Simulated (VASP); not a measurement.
# InP: G0W0 quasiparticle levels with PBE

Crystal: InP.

```xyz
2
Lattice="0.0000 2.9538 2.9390 2.9538 0.0000 2.9390 2.9538 2.9538 0.0000" Properties=species:S:1:pos:R:3 pbc="T T T"
In    0.0000    0.0000    0.0000
P     1.4769    1.4769    1.4695
```

| Property | Result |
| --- | --- |
| Program | VASP 6.6.1 |
| Task | G0W0 quasiparticle levels |
| Functional | PBE |
| Potentials or basis | VASP PAW PBE potentials, release 64 (In_d_GW, P_GW) |
| Cutoff | 500 eV |
| k mesh | 4 × 4 × 4 |
| Occupations | gaussian, width 0.01 eV |
| Spin | no spin polarisation |
| Dipole correction | no |
| GW scheme | G0W0 |
| GW iterations | 1 |
| Cutoff of the response function | 150 |
| Frequency points | 96 |
| Empty bands | 213 |
| Further INCAR settings | ALGO = EVGW0; EDIFF = 1e-08; NBANDS = 222 |

```yaml
Quasiparticle_gap: 1.10 eV
Least_direct_quasiparticle_gap: 1.10 eV
Band_gap_of_the_starting_levels_on_the_mesh: 0.58 eV
Least_direct_gap_of_the_starting_levels_on_the_mesh: 0.58 eV
```

Wall time 23 min on 1 thread of Intel Xeon 8259CL, on a shared host, peak memory 0.71 GiB.

Caveat: the k points lie up to 0.46 Å⁻¹ apart; bands, screening cutoff and mesh are small and nothing is extrapolated, so the quasiparticle values aren't converged; spin-orbit coupling is left out, which moves the levels of the heavy elements.
